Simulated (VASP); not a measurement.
A run of VASP 6.6.1 is set up as follows.

INCAR

```
SYSTEM = Cd
  PREC = Accurate
  ENCUT = 520
  EDIFF = 1E-7
  ISMEAR = -1
  SIGMA = 1.0
  LREAL = .FALSE.
  LASPH = .TRUE.
  NELM = 80
  ALGO = Normal
  ISIF = 2
  LWAVE = .FALSE.
  LCHARG = .FALSE.
  GGA = CA
  NBANDS = 19
```

File KPOINTS:

```
Automatic mesh
0
G
  13 13 6
  0 0 0
```

The input POSCAR:

```
Cd
1.0
    2.8818641727      0.0000000000      0.0000000000
   -1.4409320863      2.4957675838      0.0000000000
    0.0000000000      0.0000000000      5.6383707528
Cd
2
Direct
    0.3333333333      0.6666666667      0.2500000000
    0.6666666667      0.3333333333      0.7500000000
```

Potentials or basis: VASP PAW LDA potentials, release 64 (Cd).

Launch:

```sh
$ cat potpaw_LDA.64/Cd/POTCAR > POTCAR
$ mpirun -np 1 vasp_std > vasp.out
```

Question: Estimate the band gap on the k mesh.

Answer: Zero (bands 12 and 13 overlap by 4.68 eV).

Question: What does it give for the pressure?

Answer: 5.1 GPa.

Stress tensor (GPa, compression positive):
```
6.76 0.00 0.00
0.00 6.76 0.00
0.00 0.00 1.78
```

Caveat: the cell stands under pressure; so wide a smearing shifts energies and pressures.
